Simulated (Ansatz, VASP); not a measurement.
# HfO2 in VASP and in Ansatz

The input INCAR:

```
PREC     = Accurate       # precision mode
ENCUT    = 520            # plane-wave cutoff, eV
EDIFF    = 1E-6           # SCF threshold, eV
ISMEAR   = -1             # smearing method
SIGMA    = 0.05           # smearing width, eV
LREAL    = False          # projectors in reciprocal space
LASPH    = True           # aspherical terms in the spheres
NELM     = 100            # most SCF steps
ALGO     = Normal         # electronic algorithm
ISIF     = 2              # what is computed and relaxed
LWAVE    = False          # write WAVECAR
LCHARG   = False          # write CHGCAR
GGA      = PS             # functional
NBANDS   = 56             # bands
```

File KPOINTS:

```
Automatic mesh
0
Gamma
  5 8 4
```

The input POSCAR:

```
HfO2
1.0
    5.5563950000      0.0000000000      0.0000000000
    0.0000000000      3.3335970000      0.0000000000
    0.0000000000      0.0000000000      6.5049950000
Hf O
4 8
Direct
    0.7486820000      0.7500000000      0.6078710000
    0.2513180000      0.2500000000      0.3921290000
    0.2486820000      0.7500000000      0.8921290000
    0.7513180000      0.2500000000      0.1078710000
    0.6394990000      0.2500000000      0.4234000000
    0.3605010000      0.7500000000      0.5766000000
    0.1394990000      0.2500000000      0.0766000000
    0.8605010000      0.7500000000      0.9234000000
    0.5207940000      0.2500000000      0.8414530000
    0.4792060000      0.7500000000      0.1585470000
    0.0207940000      0.2500000000      0.6585470000
    0.9792060000      0.7500000000      0.3414530000
```

File input.yaml:

```yaml
crystal:
  lattice:
    - [5.556395, 0.0, 0.0]
    - [0.0, 3.333597, 0.0]
    - [0.0, 0.0, 6.504995]
  atoms:
    - { symbol: Hf, position: [0.748682, 0.75, 0.607871] }
    - { symbol: Hf, position: [0.251318, 0.25, 0.392129] }
    - { symbol: Hf, position: [0.248682, 0.75, 0.892129] }
    - { symbol: Hf, position: [0.751318, 0.25, 0.107871] }
    - { symbol: O, position: [0.639499, 0.25, 0.4234] }
    - { symbol: O, position: [0.360501, 0.75, 0.5766] }
    - { symbol: O, position: [0.139499, 0.25, 0.0766] }
    - { symbol: O, position: [0.860501, 0.75, 0.9234] }
    - { symbol: O, position: [0.520794, 0.25, 0.841453] }
    - { symbol: O, position: [0.479206, 0.75, 0.158547] }
    - { symbol: O, position: [0.020794, 0.25, 0.658547] }
    - { symbol: O, position: [0.979206, 0.75, 0.341453] }
hamiltonian:
  xc: pbesol
  pseudopotentials: { kind: paw }
kpoints:
  mp_grid: { grid: [5, 8, 4] }
  band_path:
    path:
      - [[0.0, 0.0, 0.0], [0.0, -0.5, 0.0], [-0.5, -0.5, 0.0], [-0.5, 0.0, 0.0], [0.0, 0.0, 0.0], [0.0, 0.0, -0.5], [0.0, -0.5, -0.5], [-0.5, -0.5, -0.5], [-0.5, 0.0, -0.5], [0.0, 0.0, -0.5]]
      - [[-0.5, 0.0, 0.0], [-0.5, 0.0, -0.5]]
      - [[0.0, -0.5, -0.5], [0.0, -0.5, 0.0]]
      - [[-0.5, -0.5, 0.0], [-0.5, -0.5, -0.5]]
    npoints: 10
scf:
  occupations: { method: fermi_dirac, width: 0.05 }
  n_extra_bands: 30
output:
  forces: true
  stress: true
  eigenvalues: true
  fatbands: true
```

Alike in both runs: functional PBEsol; k mesh 5 × 8 × 4; occupations fermi-dirac, width 0.05 eV; no spin polarisation.

```csv
,VASP,Ansatz
version,VASP 6.6.1,Ansatz 0.2.0
potentials or method,"VASP PAW PBE potentials, release 64 (Hf_pv, O)",Ansatz PAW
plane-wave cutoff (eV),520,420
valence electrons in the cell,88,152
task,single point,band structure
```

```csv
,VASP,Ansatz,Ansatz less VASP
gap on the k mesh at the Fermi level (eV),3.30,3.35,+0.049
least direct gap on the mesh (eV),3.30,3.35,+0.049
pressure (GPa),-9.3,-5.8,+3.48
"traceless stress, the component that is largest in VASP (GPa)",-0.09,-0.07,+0.018
rms of the force components (eV/Å),0.034,0.010,-0.0241
```

VASP's potentials were made for PBE, not for PBEsol. Atom by atom the forces differ by 0.031 eV/Å (rms over components). VASP's potentials hold 88 valence electrons a cell and Ansatz's 152, so a difference there can come from the potentials and not from the codes.

Neither program's run includes spin-orbit coupling.
